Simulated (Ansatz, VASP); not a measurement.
# Ge2S: VASP beside Ansatz

File INCAR:

```
PREC = Accurate ; ENCUT = 520
EDIFF = 1E-6 ; ISMEAR = 0
SIGMA = 0.1 ; LREAL = False
LASPH = True ; NELM = 60
ALGO = Normal ; ISIF = 2
LWAVE = False ; LCHARG = False
GGA = PE ; NBANDS = 24
```

KPOINTS

```
regular mesh
0
Gamma
  8 8 8
```

Contents of POSCAR:

```
Ge2S
1.0
   -1.7711873486      1.7711873486      4.3449439646
    1.7711873486     -1.7711873486      4.3449439646
    1.7711873486      1.7711873486     -4.3449439646
Ge S
2 1
Direct
    0.6650000000      0.6650000000      0.0000000000
    0.3350000000      0.3350000000      0.0000000000
    0.0000000000      0.0000000000      0.0000000000
```

Input for Ansatz:

```yaml
crystal:
  lattice:
    - [-1.7711873486, 1.7711873486, 4.3449439646]
    - [1.7711873486, -1.7711873486, 4.3449439646]
    - [1.7711873486, 1.7711873486, -4.3449439646]
  atoms:
    - { symbol: Ge, position: [0.665, 0.665, 0.0] }
    - { symbol: Ge, position: [0.335, 0.335, 0.0] }
    - { symbol: S, position: [0.0, 0.0, 0.0] }
basis:
  ecutwfc: 420
kpoints:
  mp_grid: { grid: [8, 8, 8] }
hamiltonian:
  xc: pbe
scf:
  occupations: { method: gaussian, width: 0.1 }
  lower_state_search: "off"
output:
  forces: true
  stress: true
  eigenvalues: true
```

Alike in both runs: task single point; functional PBE; k mesh 8 × 8 × 8; occupations gaussian, width 0.1 eV; no spin polarisation.

|  | VASP | Ansatz |
| --- | --- | --- |
| version | VASP 6.6.1 | Ansatz 0.2.0 |
| potentials or method | VASP PAW PBE potentials, release 64 (Ge_d, S), cutoff 520 eV | scalar-relativistic, plane waves, PAW |
| valence electrons in the cell | 34 | 34 |

|  | VASP | Ansatz | Ansatz less VASP |
| --- | --- | --- | --- |
| gap on the k mesh at the Fermi level (eV) | none | none | - |
| pressure (GPa) | 1.9 | 1.9 | +0.01 |
| traceless stress, the component that is largest in VASP (GPa) | 2.71 | 2.71 | -0.005 |
| rms of the force components (eV/Å) | 0.041 | 0.041 | +0.0004 |

Atom by atom the forces differ by 0.000 eV/Å (rms over components). A gap of «none» marks a metal or a gap that the smearing closes.
